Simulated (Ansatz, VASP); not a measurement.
AlBiO4: VASP beside Ansatz

File INCAR:

```
SYSTEM = AlBiO4
PREC     = Accurate       ! precision mode
ENCUT    = 520            ! plane-wave cutoff, eV
EDIFF    = 1E-6           ! SCF threshold, eV
ISMEAR   = 0              ! smearing method
SIGMA    = 0.1            ! smearing width, eV
LREAL    = .FALSE.        ! projectors in reciprocal space
LASPH    = .TRUE.         ! aspherical terms in the spheres
NELM     = 60             ! most SCF steps
ALGO     = Normal         ! electronic algorithm
ISIF     = 2              ! what is computed and relaxed
LWAVE    = .FALSE.        ! write WAVECAR
LCHARG   = .FALSE.        ! write CHGCAR
GGA      = PE             ! functional
NBANDS   = 30             ! bands
```

The input KPOINTS:

```
regular mesh
0
G
  4 4 4
  0 0 0
```

POSCAR

```
AlBiO4
1.0
    0.0000000000      3.4240077900      3.4240077900
    3.4240077900      0.0000000000      3.4240077900
    3.4240077900      3.4240077900      0.0000000000
Al Bi O
1 1 4
Direct
    0.0000000000      0.0000000000      0.0000000000
    0.7500000000      0.7500000000      0.7500000000
    0.8729160100      0.3756946600      0.3756946600
    0.3756946600      0.3756946600      0.3756946600
    0.3756946600      0.8729160100      0.3756946600
    0.3756946600      0.3756946600      0.8729160100
```

Input for Ansatz:

```yaml
crystal:
  lattice:
    - [0.0, 3.42400779, 3.42400779]
    - [3.42400779, 0.0, 3.42400779]
    - [3.42400779, 3.42400779, 0.0]
  atoms:
    - { symbol: Al, position: [0.0, 0.0, 0.0] }
    - { symbol: Bi, position: [0.75, 0.75, 0.75] }
    - { symbol: O, position: [0.87291601, 0.37569466, 0.37569466] }
    - { symbol: O, position: [0.37569466, 0.37569466, 0.37569466] }
    - { symbol: O, position: [0.37569466, 0.87291601, 0.37569466] }
    - { symbol: O, position: [0.37569466, 0.37569466, 0.87291601] }
basis:
  ecutwfc: 420
kpoints:
  mp_grid: { grid: [4, 4, 4] }
hamiltonian:
  xc: pbe
scf:
  occupations: { method: gaussian, width: 0.1 }
  lower_state_search: "off"
output:
  forces: true
  stress: true
  eigenvalues: true
```

Change from the starting cell: species swapped into the YbCu4Ni type (F-43m, No. 216).

Alike in both runs: task single point; functional PBE; k mesh 4 × 4 × 4; occupations gaussian, width 0.1 eV; no spin polarisation.

|  | VASP | Ansatz |
| --- | --- | --- |
| version | VASP 6.6.1 | Ansatz 0.2.0 |
| potentials or method | VASP PAW PBE potentials, release 64 (Al, Bi_d, O), cutoff 520 eV | scalar-relativistic, plane waves, PAW |
| valence electrons in the cell | 42 | 42 |

VASP gave:

- gap on the k mesh at the Fermi level (eV): none
- pressure (GPa): -9.4
- rms of the force components (eV/Å): 0.239

Question: What did Ansatz give for the same quantities?

Answer: gap on the k mesh at the Fermi level (eV): none; pressure (GPa): -9.2; rms of the force components (eV/Å): 0.238.

Atom by atom the forces differ by 0.001 eV/Å (rms over components). A gap of «none» marks a metal or a gap that the smearing closes.

The k mesh is coarse, so the values compare programs but aren't converged. Neither program's run includes spin-orbit coupling.
